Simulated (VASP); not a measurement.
A run of VASP 6.6.1 is set up as follows.

File INCAR:

```
SYSTEM = KF
PREC = Accurate ; ENCUT = 520
EDIFF = 1E-6 ; ISMEAR = 0
SIGMA = 0.02 ; LREAL = .FALSE.
LASPH = .TRUE. ; NELM = 150
ALGO = Normal ; ISIF = 2
LWAVE = .FALSE. ; LCHARG = .FALSE.
ISPIN = 2 ; MAGMOM = 0.5 0
LORBIT = 11 ; NBANDS = 19
```

KPOINTS

```
regular mesh
0
G
  8 8 8
  0 0 0
```

The input POSCAR:

```
KF
1.0
    3.3018409049      0.0000000000      0.0000000000
    0.0000000000      3.3018409049      0.0000000000
    0.0000000000      0.0000000000      3.3018409049
K F
1 1
Direct
    0.0000000000      0.0000000000      0.0000000000
    0.5000000000      0.5000000000      0.5000000000
```

Potentials or basis: VASP PAW LDA potentials, release 64 (K_sv, F).

Launch:

```console
$ cat potpaw_LDA.64/K_sv/POTCAR potpaw_LDA.64/F/POTCAR > POTCAR
$ mpirun -np 1 vasp_std > vasp.out
```

Q: Predict the pressure.

A: -6.4 GPa.

Q: Predict the net moment.

A: 0.00 μB per cell.

Q: What does it give for the band gap on the k mesh?

A: 5.65 eV, indirect (least direct gap 5.71 eV).

A k mesh can miss the band edges.
